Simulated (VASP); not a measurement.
# AlCo (Pm-3m) in VASP: elastic constants with PBEsol

Aim: the elastic constants of AlCo with PBEsol.

Program: VASP 6.6.1. These are calculated values, not measurements. Logs are shortened: lines on timing, memory, paths and dates and some standing lists are left out, and cuts for length are marked.

## 1. The cell of the first run

It takes space group Pm-3m (No. 221, cubic). The conventional cell has a = 2.823 Å, b = 2.823 Å, c = 2.823 Å, α = 90.00°, β = 90.00°, γ = 90.00°. Within 3.2 Å of Al (site symmetry m-3m) lie 8 Co at 2.44 Å and 6 Al at 2.82 Å. Within 3.2 Å of Co (site symmetry m-3m) lie 8 Al at 2.44 Å and 6 Co at 2.82 Å.

## 2. Elastic constants, PBEsol

Contents of INCAR:

```
SYSTEM = AlCo
PREC = Accurate
ENCUT = 600
EDIFF = 1E-8
ISMEAR = -1
SIGMA = 0.08
LREAL = .False.
LASPH = .True.
NELM = 100
ALGO = Normal
ISIF = 3
LWAVE = .False.
LCHARG = .True.
GGA = PS
IBRION = 6
NFREE = 2
POTIM = 0.015
NSW = 1
```

Contents of KPOINTS:

```
regular mesh
0
Gamma
  16 16 16
  0 0 0
```

Contents of POSCAR:

```
AlCo
1.0
    2.8230925728      0.0000000000      0.0000000000
    0.0000000000      2.8230925728      0.0000000000
    0.0000000000      0.0000000000      2.8230925728
Al Co
1 1
Direct
    0.0000000000      0.0000000000      0.0000000000
    0.5000000000      0.5000000000      0.5000000000
```

Potentials or basis: VASP PAW PBE potentials, release 64 (Al, Co).

Launch:

```
$ cat potpaw_PBE.64/Al/POTCAR potpaw_PBE.64/Co/POTCAR > POTCAR
$ mpirun -np 1 vasp_std > vasp.out
```

OUTCAR:

```text
SYSTEM = AlCo
   PREC = Accurate
   ENCUT = 600
   EDIFF = 1E-8
   ISMEAR = -1
   LREAL = .False.
   LASPH = .True.
   NELM = 100
   ISIF = 3
   GGA = PS
   IBRION = 6
   NFREE = 2
   POTIM = 0.015
   NSW = 1

 ion  position               nearest neighbor table
   1  0.000  0.000  0.000-   2 2.44   2 2.44   2 2.44   2 2.44   2 2.44   2 2.44   2 2.44   2 2.44

   2  0.500  0.500  0.500-   1 2.44   1 2.44   1 2.44   1 2.44   1 2.44   1 2.44   1 2.44   1 2.44

  LATTYP: Found a simple cubic cell.
 ALAT       =     2.8230925728

  Lattice vectors:

 A1 = (   2.8230925728,   0.0000000000,   0.0000000000)
 A2 = (   0.0000000000,   2.8230925728,   0.0000000000)
 A3 = (   0.0000000000,   0.0000000000,   2.8230925728)

Analysis of symmetry for initial positions (statically):
=====================================================================
 Subroutine PRICEL returns:
 Original cell was already a primitive cell.

 Routine SETGRP: Setting up the symmetry group for a
 simple cubic supercell.

 Subroutine GETGRP returns: Found 48 space group operations
 (whereof 48 operations were pure point group operations)
 out of a pool of 48 trial point group operations.

The static configuration has the point symmetry O_h .

Analysis of symmetry for dynamics (positions and initial velocities):
=====================================================================
 Subroutine PRICEL returns:
 Original cell was already a primitive cell.

 Routine SETGRP: Setting up the symmetry group for a
 simple cubic supercell.

 Subroutine GETGRP returns: Found 48 space group operations
 (whereof 48 operations were pure point group operations)
 out of a pool of 48 trial point group operations.

The dynamic configuration has the point symmetry O_h .

 Subroutine INISYM returns: Found 48 space group operations
 (whereof 48 operations are pure point group operations),
 and found     1 'primitive' translations

----------------------------------------------------------------------------------------

                                     Primitive cell

  volume of cell :      22.4996

  direct lattice vectors                    reciprocal lattice vectors
     2.823092573  0.000000000  0.000000000     0.354221470  0.000000000  0.000000000
     0.000000000  2.823092573  0.000000000     0.000000000  0.354221470  0.000000000
     0.000000000  0.000000000  2.823092573     0.000000000  0.000000000  0.354221470

  length of vectors
     2.823092573  2.823092573  2.823092573     0.354221470  0.354221470  0.354221470

  position of ions in fractional coordinates (direct lattice)
     0.000000000  0.000000000  0.000000000
     0.500000000  0.500000000  0.500000000

  ion indices of the primitive-cell ions
   primitive index   ion index
                 1           1
                 2           2

----------------------------------------------------------------------------------------

 KPOINTS: regular mesh

Automatic generation of k-mesh.
 Grid dimensions read from file:
 generate k-points for:   16   16   16

 Generating k-lattice:

  Cartesian coordinates                     Fractional coordinates (reciprocal lattice)
     0.022138842  0.000000000  0.000000000     0.062500000  0.000000000  0.000000000
     0.000000000  0.022138842  0.000000000     0.000000000  0.062500000  0.000000000
     0.000000000  0.000000000  0.022138842     0.000000000  0.000000000  0.062500000

  Length of vectors
[... 110 lines left out ...]
  --------------------------------------------------------------------------------------
  -------------------------------------------------------------------------------------
  Total        0.0066686      0.0066686      0.0066686     -0.0000000      0.0000000     -0.0000000
  in kB        0.4748682      0.4748682      0.4748682     -0.0000000      0.0000000     -0.0000000
  external PRESSURE =       0.4748682 kB  Pullay stress =       0.0000000 kB
[... 89 lines left out ...]
  FREE ENERGIE OF THE ION-ELECTRON SYSTEM (eV)
  ---------------------------------------------------
  free  energy   TOTEN  =       -13.0847727435 eV

  energy  without entropy=      -13.0670293652  energy(sigma->0) =      -13.07590105

[... ionic steps 4 to 14 ...]

--------------------------------------- Ionic step       15  -------------------------------------------

 number of electron      11.9999996 magnetization

------------------------ aborting loop because EDIFF is reached ----------------------------------------
[... 67 lines left out ...]
--------------------------------------- Ionic step       17  -------------------------------------------

 number of electron      11.9999997 magnetization

 Free energy of the ion-electron system (eV)
  ---------------------------------------------------
  ext. energy  EPLUGINS =         0.00000000
  ---------------------------------------------------
  free energy    TOTEN  =       -13.08908571 eV

  energy without entropy =      -13.07102678  energy(sigma->0) =      -13.08005625

 E-fermi :  10.7997     XC(G=0): -12.5241

 val. band max:       10.7870292849   @ k =   0.5000   0.3750   0.0625
 cond. band min:      10.8206365352   @ k =   0.1875   0.5000   0.4375
 fundamental gap:      0.0336072503
 Fermi energy:        10.7996635840

 k-point     1 :       0.0000    0.0000    0.0000
  band No.  band energies     occupation
      1      -0.4306      2.00000
      2       7.7180      2.00000
      3       7.7183      2.00000
      4       9.9799      1.99993
      5       9.9802      1.99993
      6       9.9802      1.99993
      7      16.9379      0.00000
      8      16.9380      0.00000
      9      16.9380      0.00000
     10      19.7026      0.00000
[... 287 lines left out ...]
 k-point    24 :       0.5000    0.1250    0.0000
  band No.  band energies     occupation
      1       4.1315      2.00000
      2       4.3520      2.00000
      3       8.4030      2.00000
      4       8.9575      2.00000
      5       9.0987      2.00000
      6       9.9639      1.99994
      7      10.9982      0.15432
      8      18.3172      0.00000
      9      19.5466      0.00000
     10      22.0643      0.00000

 [... further k-points ...]

------------------------ aborting loop because EDIFF is reached ----------------------------------------

  FORCE on cell =-STRESS in cart. coord.  units (eV):
  Direction    XX          YY          ZZ          XY          YZ          ZX
  --------------------------------------------------------------------------------------
  -------------------------------------------------------------------------------------
  Total        0.0095924      0.0116633      0.0116633      0.0000000     -0.0000000     -0.0000000
  in kB        0.6830632      0.8305294      0.8305294      0.0000000     -0.0000000     -0.0000000
  external PRESSURE =       0.7813740 kB  Pullay stress =       0.0000000 kB
[... 17 lines left out ...]
  FREE ENERGIE OF THE ION-ELECTRON SYSTEM (eV)
  ---------------------------------------------------
  free  energy   TOTEN  =       -13.0890857113 eV

  energy  without entropy=      -13.0710267818  energy(sigma->0) =      -13.08005625

 INTERNAL STRAIN TENSORS FROM STRAINED CELLS
 ============================================

 INTERNAL STRAIN TENSOR FOR ION    1 for displacements in x,y,z  (eV/Angst):
          X           Y           Z          XY          YZ          ZX
  --------------------------------------------------------------------------------
  x     0.00000     0.00000     0.00000     0.00000     0.00000     0.00000
  y     0.00000     0.00000     0.00000    -0.00000     0.00000     0.00000
  z     0.00000     0.00000     0.00000     0.00000     0.00000     0.00000

 INTERNAL STRAIN TENSORS FROM DISPLACED ATOMS
 ============================================

 INTERNAL STRAIN TENSOR FOR ION    1 for displacements in x,y,z  (eV/Angst):
          X           Y           Z          XY          YZ          ZX
  --------------------------------------------------------------------------------
  x     0.00000     0.00000     0.00000     0.00000     0.00000     0.00000
  y     0.00000     0.00000     0.00000     0.00000     0.00000     0.00000
  z     0.00000     0.00000     0.00000     0.00000     0.00000     0.00000

 INTERNAL STRAIN TENSOR FOR ION    2 for displacements in x,y,z  (eV/Angst):
          X           Y           Z          XY          YZ          ZX
  --------------------------------------------------------------------------------
  x     0.00000     0.00000     0.00000     0.00000     0.00000     0.00000
  y     0.00000     0.00000     0.00000     0.00000     0.00000     0.00000
  z     0.00000     0.00000     0.00000     0.00000     0.00000     0.00000

 Eigenvectors and eigenvalues of the dynamical matrix
 ----------------------------------------------------

   1 f  =   10.215003 THz    64.182759 2PiTHz  340.735835 cm-1    42.245840 meV
             X         Y         Z           dx          dy          dz
      0.000000  0.000000  0.000000     0.000000    0.828227   -0.000000
      1.411546  1.411546  1.411546     0.000000   -0.560393    0.000000
[... 21 lines left out ...]
   6 f/i=    0.000068 THz     0.000428 2PiTHz    0.002270 cm-1     0.000281 meV
             X         Y         Z           dx          dy          dz
      0.000000  0.000000  0.000000    -0.560393    0.000000    0.000000
      1.411546  1.411546  1.411546    -0.828227    0.000000    0.000000

--------------------------------------------------------------------------------------------------------

 ELASTIC MODULI CONTR FROM IONIC RELAXATION (kBar)
 Direction    XX          YY          ZZ          XY          YZ          ZX
 --------------------------------------------------------------------------------
 XX           0.0000      0.0000      0.0000      0.0000      0.0000      0.0000
 YY           0.0000      0.0000      0.0000      0.0000      0.0000      0.0000
 ZZ           0.0000      0.0000      0.0000      0.0000      0.0000      0.0000
 XY           0.0000      0.0000      0.0000      0.0000      0.0000      0.0000
 YZ           0.0000      0.0000      0.0000      0.0000      0.0000      0.0000
 ZX           0.0000      0.0000      0.0000      0.0000      0.0000      0.0000
 --------------------------------------------------------------------------------

 TOTAL ELASTIC MODULI (kBar)
 Direction    XX          YY          ZZ          XY          YZ          ZX
 --------------------------------------------------------------------------------
 XX        3064.1054   1368.0883   1368.0883     -0.0000     -0.0000     -0.0000
 YY        1368.0883   3064.1054   1368.0883      0.0000     -0.0000     -0.0000
 ZZ        1368.0883   1368.0883   3064.1054     -0.0000      0.0000     -0.0000
 XY          -0.0000      0.0000     -0.0000   1515.8441      0.0000      0.0000
 YZ          -0.0000     -0.0000      0.0000      0.0000   1515.8441      0.0000
 ZX          -0.0000     -0.0000     -0.0000      0.0000      0.0000   1515.8441
 --------------------------------------------------------------------------------
```

It took 17 min on 1 thread of AMD EPYC 9R45 (Zen 5), shared host; peak memory 0.65 GiB.

What came out:

```
Elastic constants C11, C12, C44 : 306, 137, 152 GPa
Voigt bulk modulus              : 193 GPa
Highest phonon frequency at Γ   : 341 cm⁻¹
```

Phonon frequencies in cm⁻¹ (negative: imaginary):
| q point | frequencies |
| --- | --- |
| (0.000, 0.000, 0.000) | 0 0 0 341 341 341 |

Elastic tensor in Voigt notation (GPa, in the Cartesian axes of the cell as first typed):
```
306 137 137   0   0   0
137 306 137   0   0   0
137 137 306   0   0   0
  0   0   0 152   0   0
  0   0   0   0 152   0
  0   0   0   0   0 152
```

Clamped-ion elastic tensor (GPa):
```
306 137 137   0   0   0
137 306 137   0   0   0
137 137 306   0   0   0
  0   0   0 152   0   0
  0   0   0   0 152   0
  0   0   0   0   0 152
```

Caveat: the PAW data sets were made with another functional, which shifts forces and pressure a little; the run has no spin polarisation, though such a crystal can be magnetic. Spin polarisation is off, so any magnetic state and its effect on volume and gap are missing.
